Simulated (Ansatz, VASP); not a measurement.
**Si in VASP and in Ansatz**

```
Si
1.0
    -2.35546    2.35546    1.32034
     2.35546   -2.35546    1.32034
     2.35546    2.35546   -1.32034
Si
2
Cartesian
  0.0000 0.0000 1.3203
  2.3555 0.0000 0.6602
```

Change from the starting cell: volume scaled by 0.98.

Alike in both runs: task single point; functional PBE; k mesh 11 × 11 × 11; occupations fermi-dirac, width 0.05 eV; no spin polarisation.

```csv
,VASP,Ansatz
version,VASP 6.6.1,Ansatz 0.2.0
potentials or method,"VASP PAW PBE potentials, release 64 (Si), cutoff 520 eV","all-electron LAPW, scalar-relativistic"
```

Ansatz gave:

* gap on the k mesh at the Fermi level (eV): none
* pressure (GPa): 5.8
* traceless stress, the component that is largest in VASP (GPa): -1.54

Q: Estimate VASP's values.

A: gap on the k mesh at the Fermi level (eV): none; pressure (GPa): 5.7; traceless stress, the component that is largest in VASP (GPa): -1.52.

A gap of «none» marks a metal or a gap that the smearing closes. Ansatz ran all-electron here, and VASP with PAW potentials.
